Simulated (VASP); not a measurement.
# Cr (P6_3/mmc) in VASP: further runs, part 2 of 2

VASP 6.6.1. The steps go on from the part before.

### 4 Single point, LDA, collinear spin, ferromagnetic start

Input file INCAR:

```
SYSTEM = Cr
PREC = Accurate
ENCUT = 520
EDIFF = 1E-6
ISMEAR = -1
SIGMA = 0.05
LREAL = .False.
LASPH = .True.
NELM = 150
ALGO = Normal
ISIF = 2
LWAVE = .False.
LCHARG = .True.
ISPIN = 2
MAGMOM = 1.5 1.5 1.5 1.5
LORBIT = 11
LMAXMIX = 4
LELF = .True.
LVHAR = .True.
NBANDS = 36
```

Input file KPOINTS:

```
regular mesh
0
Gamma
  14 14 4
  0 0 0
```

Input file POSCAR:

```
Cr
1.0
    2.4443634016      0.0000000000      0.0000000000
   -1.2221817008      2.1168808019      0.0000000000
    0.0000000000      0.0000000000      8.6137015738
Cr
4
Direct
    0.0000000000      0.0000000000      0.0000000000
    0.0000000000      0.0000000000      0.5000000000
    0.3333333333      0.6666666667      0.2500000000
    0.6666666667      0.3333333333      0.7500000000
```

Potentials or basis: VASP PAW LDA potentials, release 64 (Cr_pv).

Launch:

```console
> cat potpaw_LDA.64/Cr_pv/POTCAR > POTCAR
> mpirun -np 1 vasp_std > vasp.out
```

OUTCAR:

```text
SYSTEM = Cr
   PREC = Accurate
   ENCUT = 520
   EDIFF = 1E-6
   ISMEAR = -1
   LREAL = .False.
   LASPH = .True.
   NELM = 150
   ISIF = 2
   ISPIN = 2
   LORBIT = 11

 ion  position               nearest neighbor table
   1  0.000  0.000  0.000-   3 2.57   4 2.57   4 2.57   3 2.57   4 2.57   3 2.57
   2  0.000  0.000  0.500-   3 2.57   4 2.57   4 2.57   3 2.57   4 2.57   3 2.57
   3  0.333  0.667  0.250-   1 2.57   2 2.57   1 2.57   2 2.57   1 2.57   2 2.57
   4  0.667  0.333  0.750-   1 2.57   2 2.57   1 2.57   2 2.57   1 2.57   2 2.57

  LATTYP: Found a hexagonal cell.
 ALAT       =     2.4443634016
 C/A-ratio  =     3.5239038386

  Lattice vectors:

 A1 = (   2.4443634016,   0.0000000000,   0.0000000000)
 A2 = (  -1.2221817008,   2.1168808019,   0.0000000000)
 A3 = (   0.0000000000,   0.0000000000,   8.6137015738)

Analysis of symmetry for initial positions (statically):
=====================================================================
 Subroutine PRICEL returns:
 Original cell was already a primitive cell.

 Routine SETGRP: Setting up the symmetry group for a
 hexagonal supercell.

 Subroutine GETGRP returns: Found 24 space group operations
 (whereof 12 operations were pure point group operations)
 out of a pool of 24 trial point group operations.

The static configuration has the point symmetry D_3d.
 The point group associated with its full space group is D_6h.

Analysis of symmetry for dynamics (positions and initial velocities):
=====================================================================
 Subroutine PRICEL returns:
 Original cell was already a primitive cell.

 Routine SETGRP: Setting up the symmetry group for a
 hexagonal supercell.

 Subroutine GETGRP returns: Found 24 space group operations
 (whereof 12 operations were pure point group operations)
 out of a pool of 24 trial point group operations.

The dynamic configuration has the point symmetry D_3d.
 The point group associated with its full space group is D_6h.

Analysis of structural, dynamic, and magnetic symmetry:
=====================================================================
 Subroutine PRICEL returns:
 Original cell was already a primitive cell.

 Routine SETGRP: Setting up the symmetry group for a
 hexagonal supercell.

 Subroutine GETGRP returns: Found 24 space group operations
 (whereof 12 operations were pure point group operations)
 out of a pool of 24 trial point group operations.

The overall configuration has the point symmetry D_3d.
 The point group associated with its full space group is D_6h.

 Subroutine INISYM returns: Found 24 space group operations
 (whereof 12 operations are pure point group operations),
 and found     1 'primitive' translations

----------------------------------------------------------------------------------------

                                     Primitive cell

  volume of cell :      44.5710

  direct lattice vectors                    reciprocal lattice vectors
     2.444363402  0.000000000  0.000000000     0.409104472  0.236196577  0.000000000
    -1.222181701  2.116880802  0.000000000     0.000000000  0.472393155  0.000000000
     0.000000000  0.000000000  8.613701574     0.000000000  0.000000000  0.116094108

  length of vectors
     2.444363402  2.444363402  8.613701574     0.472393155  0.472393155  0.116094108

  position of ions in fractional coordinates (direct lattice)
[... 78 lines left out ...]
   LNONCOLLINEAR =      F non collinear calculations
   LSORBIT =      F    spin-orbit coupling
   LASPH  =      T    aspherical Exc in radial PAW
   ENCUT  =  520.0 eV  38.22 Ry    6.18 a.u.   4.54  4.54 16.02*2*pi/ulx,y,z
   NELM   =    150;   NELMIN=  2; NELMDL= -5     # of ELM steps
   EDIFF  = 0.1E-05   stopping-criterion for ELM
   LREAL  =      F    real-space projection
   EDIFFG = 0.1E-04   stopping-criterion for IOM
   NSW    =      0    number of steps for IOM
   IBRION =     -1    ionic relax: 0-MD 1-quasi-New 2-CG
   NFREE  =      0    steps in history (QN), initial steepest desc. (CG)
   ISIF   =      2    stress and relaxation
   ISYM   =      2    0-nonsym 1-usesym 2-fastsym
   POTIM  = 0.5000    time-step for ionic-motion
   TEBEG  =    0.0;   TEEND  =   0.0 temperature during run
   PSTRESS=    0.0 pullay stress
   NELECT =      48.0000    total number of electrons
   NUPDOWN=      -1.0000    fix difference up-down
   EMIN   =  10.00;   EMAX   =-10.00  energy-range for DOS
   EFERMI =   0.00;   METHOD = LEGACY
   ISMEAR =    -1;   SIGMA  =   0.05  broadening in eV -4-tet -1-fermi 0-gaus
   EFERMI_NEDOS =   21; number of points for ismear=-14 and -15
   IALGO  =     38    algorithm
   IMIX   =      4    mixing-type and parameters
     AMIX     =   0.40;   BMIX     =  1.00
     AMIX_MAG =   1.60;   BMIX_MAG =  1.00
  volume/ion in A,a.u.               =      11.14        75.19
  Fermi-wavevector in a.u.,A,eV,Ry     =   1.678049  3.171052 38.311933  2.815848
  Thomas-Fermi vector in A             =   2.762207
   LORBIT       =     11    0 simple, 1 ext, 2 COOP (PROOUT), +10 PAW based schemes
   GGA     = CA    functional components
   LHFCALC =     F    Hartree Fock is set to
   AEXX    =    0.0000 exact exchange contribution
   IVDW    =     0    specifies the selected vdW correction
   LEPSILON=     F    determine dielectric tensor
   LRPA    =     F    only Hartree local field effects (RPA)
 spin polarized calculation
  energy-cutoff  :      520.00
  volume of cell :       44.57
 maximum number of plane-waves:      1225
   NGX =  9   NGY =  9   NGZ = 33

 number of electron      47.9999988 magnetization       0.0004388

 Free energy of the ion-electron system (eV)
  ---------------------------------------------------
  ext. energy  EPLUGINS =         0.00000000
  ---------------------------------------------------
  free energy    TOTEN  =       -40.90268667 eV

  energy without entropy =      -40.85503523  energy(sigma->0) =      -40.87886095

 E-fermi :  11.1072     XC(G=0): -14.1941

 val. band max:       11.1026323611   @ k =   0.1429   0.0000   0.0000
 cond. band min:      11.1104502838   @ k =   0.4286   0.1429   0.2500
 fundamental gap:      0.0078179226
 Fermi energy:        11.1072052133

 spin component 1

 k-point     1 :       0.0000    0.0000    0.0000
  band No.  band energies     occupation
      1     -31.8378      1.00000
      2     -31.4053      1.00000
      3     -31.3970      1.00000
      4     -30.9462      1.00000
      5     -30.8248      1.00000
      6     -30.8248      1.00000
[... 925 lines left out ...]
     35      16.8924      0.00000
     36      16.8932      0.00000

 [... further k-points ...]

 spin component 2

 k-point     1 :       0.0000    0.0000    0.0000
  band No.  band energies     occupation
      1     -31.8378      1.00000
      2     -31.4052      1.00000
      3     -31.3971      1.00000
      4     -30.9462      1.00000
      5     -30.8248      1.00000
      6     -30.8248      1.00000
[... 925 lines left out ...]
     35      16.8920      0.00000
     36      16.8929      0.00000

 [... further k-points ...]
[... 5 lines left out ...]
  --------------------------------------------------------------------------------------
  -------------------------------------------------------------------------------------
  Total        0.0426788      0.0426788      0.0274014     -0.0000000      0.0000000      0.0000000
  in kB        1.5341596      1.5341596      0.9849905     -0.0000000      0.0000000      0.0000000
  external PRESSURE =       1.3511033 kB  Pullay stress =       0.0000000 kB

 VOLUME and BASIS-vectors are now :
 -----------------------------------------------------------------------------
  energy-cutoff  :      520.00
  volume of cell :       44.57
      direct lattice vectors                 reciprocal lattice vectors
     2.444363402  0.000000000  0.000000000     0.409104472  0.236196577  0.000000000
    -1.222181701  2.116880802  0.000000000     0.000000000  0.472393155  0.000000000
     0.000000000  0.000000000  8.613701574     0.000000000  0.000000000  0.116094108

 POSITION                                       TOTAL-FORCE (eV/Angst)
 -----------------------------------------------------------------------------------
      0.00000      0.00000      0.00000         0.000000      0.000000     -0.000000
      0.00000      0.00000      4.30685         0.000000      0.000000     -0.000000
     -0.00000      1.41125      2.15343         0.000000     -0.000000      0.000000
      1.22218      0.70563      6.46028        -0.000000      0.000000     -0.000000
 -----------------------------------------------------------------------------------
    total drift:                                0.000000     -0.000000      0.000000

  FREE ENERGIE OF THE ION-ELECTRON SYSTEM (eV)
  ---------------------------------------------------
  free  energy   TOTEN  =       -40.9026866738 eV

  energy  without entropy=      -40.8550352274  energy(sigma->0) =      -40.87886095

 total charge

# of ion       s       p       d       tot
------------------------------------------
    1        0.450   6.405   4.312  11.167
    2        0.450   6.405   4.312  11.167
    3        0.451   6.404   4.308  11.163
    4        0.451   6.404   4.308  11.163
--------------------------------------------------
tot          1.802  25.618  17.240  44.660

 magnetization (x)

# of ion       s       p       d       tot
------------------------------------------
    1        0.000   0.000  -0.000  -0.000
    2        0.000   0.000  -0.000  -0.000
    3       -0.000   0.000   0.000   0.000
    4       -0.000   0.000   0.000   0.000
--------------------------------------------------
tot         -0.000   0.000   0.000   0.000
```

OSZICAR:

```text
N       E                     dE             d eps       ncg     rms          rms(c)
DAV:   1     0.600610630646E+03    0.60061E+03   -0.26138E+04 10368   0.168E+03
DAV:   2    -0.146278777242E+02   -0.61524E+03   -0.59070E+03 10440   0.511E+02
DAV:   3    -0.453013326037E+02   -0.30673E+02   -0.28954E+02 10916   0.134E+02
DAV:   4    -0.459798124090E+02   -0.67848E+00   -0.67400E+00 11968   0.188E+01
DAV:   5    -0.460017495746E+02   -0.21937E-01   -0.21921E-01 13984   0.292E+00    0.250E+01
DAV:   6    -0.404400403771E+02    0.55617E+01   -0.28648E+01 10552   0.447E+01    0.555E+00
DAV:   7    -0.408026149808E+02   -0.36257E+00   -0.66938E-01 10880   0.786E+00    0.417E+00
DAV:   8    -0.410406903032E+02   -0.23808E+00   -0.90417E-01 11680   0.125E+01    0.585E+00
DAV:   9    -0.408334769261E+02    0.20721E+00   -0.51733E-01 12064   0.862E+00    0.209E+00
DAV:  10    -0.408938154119E+02   -0.60338E-01   -0.38578E-02 13244   0.193E+00    0.602E-01
DAV:  11    -0.409024591661E+02   -0.86438E-02   -0.51977E-03 13220   0.493E-01    0.228E-01
DAV:  12    -0.409026109606E+02   -0.15179E-03   -0.73984E-04 12736   0.236E-01    0.972E-02
DAV:  13    -0.409026884078E+02   -0.77447E-04   -0.13468E-04 14188   0.967E-02    0.302E-02
DAV:  14    -0.409026866400E+02    0.17678E-05   -0.19125E-05 11452   0.439E-02    0.174E-02
DAV:  15    -0.409026866738E+02   -0.33840E-07   -0.18271E-06  8512   0.112E-02
   1 F= -.40902687E+02 E0= -.40878861E+02  d E =-.476514E-01  mag=     0.0006
```

stdout:

```text
POSCAR found type information on POSCAR Cr
 POSCAR found :  1 types and       4 ions
 scaLAPACK will be used
 LDA part: xc-table for (Slater(with rela. corr.)+CA(PZ))
 , standard interpolation
 POSCAR, INCAR and KPOINTS ok, starting setup
 FFT: planning ... GRIDC
 FFT: planning ... GRID_SOFT
 FFT: planning ... GRID
 WAVECAR not read
 entering main loop
```

Wall time 3.7 min (1 thread of Oxide Virtual Turin-like, shared host); peak memory 0.21 GiB.

What came out:

| Quantity | Value |
| --- | --- |
| Free energy | -40.9027 eV |
| Pressure | 0.1 GPa |
| Band gap on the k mesh | zero (filled and empty bands overlap) |
| Net moment | 0.00 μB per cell |
| Valence electrons inside the program's atomic spheres | Cr 11.17, 11.16 (each value once) |

Caveat: the moments typed at the start vanished in this run.

### 5 Single point, LDA, collinear spin, ferromagnetic start (9.81 Å³/atom)

This run uses another cell than the first one, of 9.81 Å³/atom.

Input file INCAR:

```
PREC = Accurate
ENCUT = 520
EDIFF = 1E-6
ISMEAR = -1
SIGMA = 0.05
LREAL = F
LASPH = T
NELM = 150
ALGO = Normal
ISIF = 2
LWAVE = F
LCHARG = F
ISPIN = 2
MAGMOM = 1.5 1.5 1.5 1.5
LORBIT = 11
LMAXMIX = 4
NBANDS = 36
```

Input file KPOINTS:

```
regular mesh
0
Gamma
  17 17 4
```

Input file POSCAR:

```
Cr
1.0
    2.3423942681      0.0000000000      0.0000000000
   -1.1711971340      2.0285729418      0.0000000000
    0.0000000000      0.0000000000      8.2543721527
Cr
4
Direct
    0.0000000000      0.0000000000      0.0000000000
    0.0000000000      0.0000000000      0.5000000000
    0.3333333333      0.6666666667      0.2500000000
    0.6666666667      0.3333333333      0.7500000000
```

Launch:

```console
> cat potpaw_LDA.64/Cr_pv/POTCAR > POTCAR
> mpirun -np 1 vasp_std > vasp.out
```

Run time: 3.3 min. Hardware: 1 thread of Oxide Virtual Turin-like, shared host; peak memory 0.24 GiB.

The run converged. Its results:

| Property | Result |
| --- | --- |
| Free energy | -40.2064 eV |
| Pressure | 46.1 GPa |
| Band gap on the k mesh | zero (filled and empty bands overlap) |
| Net moment | 0.00 μB per cell |
| Valence electrons inside the program's atomic spheres | Cr 11.49 |

Stress tensor (GPa, compression positive):
```
47.77  0.00  0.00
 0.00 47.77  0.00
 0.00  0.00 42.70
```

Levels at points of the mesh, in eV from the Fermi level:
Spin up:
| k point | band 20 | band 21 | band 22 | band 23 | band 24 | band 25 | band 26 | band 27 | band 28 | band 29 |
| --- | --- | --- | --- | --- | --- | --- | --- | --- | --- | --- |
| (0.00, 0.00, 0.00) | -0.68 | -0.68 | -0.56 | -0.56 | -0.33 | -0.33 | -0.19 | -0.19 | 0.42 | 1.40 |
| (0.00, 0.00, 0.50) | -0.82 | -0.58 | -0.58 | -0.58 | -0.58 | -0.32 | -0.32 | -0.32 | -0.32 | 1.64 |
Spin down:
| k point | band 20 | band 21 | band 22 | band 23 | band 24 | band 25 | band 26 | band 27 | band 28 | band 29 |
| --- | --- | --- | --- | --- | --- | --- | --- | --- | --- | --- |
| (0.00, 0.00, 0.00) | -0.68 | -0.68 | -0.56 | -0.56 | -0.33 | -0.33 | -0.19 | -0.19 | 0.42 | 1.40 |
| (0.00, 0.00, 0.50) | -0.82 | -0.58 | -0.58 | -0.58 | -0.58 | -0.32 | -0.32 | -0.32 | -0.32 | 1.64 |

Caveat: the stress differs along the axes, from 43 to 48 GPa; the moments typed at the start vanished in this run.
